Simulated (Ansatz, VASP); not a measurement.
## One calculation of TaBiTe4, two programs

Contents of INCAR:

```
SYSTEM = TaBiTe4
PREC = Accurate
ENCUT = 600
EDIFF = 1E-6
ISMEAR = 0
SIGMA = 0.1
LREAL = .False.
LASPH = .True.
NELM = 60
ALGO = Normal
ISIF = 3
LWAVE = .False.
LCHARG = .False.
GGA = PE
IBRION = 2
NSW = 90
EDIFFG = -0.04
```

Contents of KPOINTS:

```
regular mesh
0
Gamma
  4 4 4
  0 0 0
```

Contents of POSCAR:

```
TaBiTe4
1.0
    5.0250949100     -5.0250949100      0.0000000000
    5.0250949100      5.0250949100      0.0000000000
    0.0000000000      0.0000000000      4.6192623000
Ta Bi Te
1 1 4
Direct
    0.5000000000      0.5000000000      0.5000000000
    0.0000000000      0.0000000000      0.0000000000
    0.6950000000      0.3050000000      0.0000000000
    0.3050000000      0.6950000000      0.0000000000
    0.8050000000      0.8050000000      0.5000000000
    0.1950000000      0.1950000000      0.5000000000
```

Input for Ansatz:

```yaml
crystal:
  lattice:
    - [5.02509491, -5.02509491, 0.0]
    - [5.02509491, 5.02509491, 0.0]
    - [0.0, 0.0, 4.6192623]
  atoms:
    - { symbol: Ta, position: [0.5, 0.5, 0.5] }
    - { symbol: Bi, position: [0.0, 0.0, 0.0] }
    - { symbol: Te, position: [0.695, 0.305, 0.0] }
    - { symbol: Te, position: [0.305, 0.695, 0.0] }
    - { symbol: Te, position: [0.805, 0.805, 0.5] }
    - { symbol: Te, position: [0.195, 0.195, 0.5] }
basis:
  ecutwfc: 420
kpoints:
  mp_grid: { grid: [4, 4, 4] }
hamiltonian:
  xc: pbe
scf:
  occupations: { method: gaussian, width: 0.1 }
  lower_state_search: "off"
output:
  forces: true
  stress: true
  eigenvalues: true
relax:
  adjacent_minimum: "off"
  f_tol: 0.04
  max_steps: 70
  cell: { stress_tol: 0.4 }
```

Alike in both runs: task relaxation of cell and atoms; functional PBE; k mesh 4 × 4 × 4; occupations gaussian, width 0.1 eV; no spin polarisation.

|  | VASP | Ansatz |
| --- | --- | --- |
| version | VASP 6.6.1 | Ansatz 0.2.0 |
| potentials or method | VASP PAW PBE potentials, release 64 (Ta_pv, Bi_d, Te), cutoff 600 eV | scalar-relativistic, plane waves, PAW |
| valence electrons in the cell | 50 | 92 |

Ansatz gave:

| Quantity | Value |
| --- | --- |
| gap on the k mesh at the Fermi level, each at its own relaxed structure (eV) | none |
| relaxed volume (Å³/atom) | 35.67 |
| relaxed length of the cell vector where the two differ most in proportion (Å) | 4.131 |

Task: Estimate VASP's values.

Result: gap on the k mesh at the Fermi level, each at its own relaxed structure (eV): none; relaxed volume (Å³/atom): 35.64; relaxed length of the cell vector where the two differ most in proportion (Å): 4.124.

A gap of «none» marks a metal or a gap that the smearing closes. VASP's potentials hold 50 valence electrons a cell and Ansatz's 92, so a difference there can come from the potentials and not from the codes.

Neither program's run includes spin-orbit coupling.
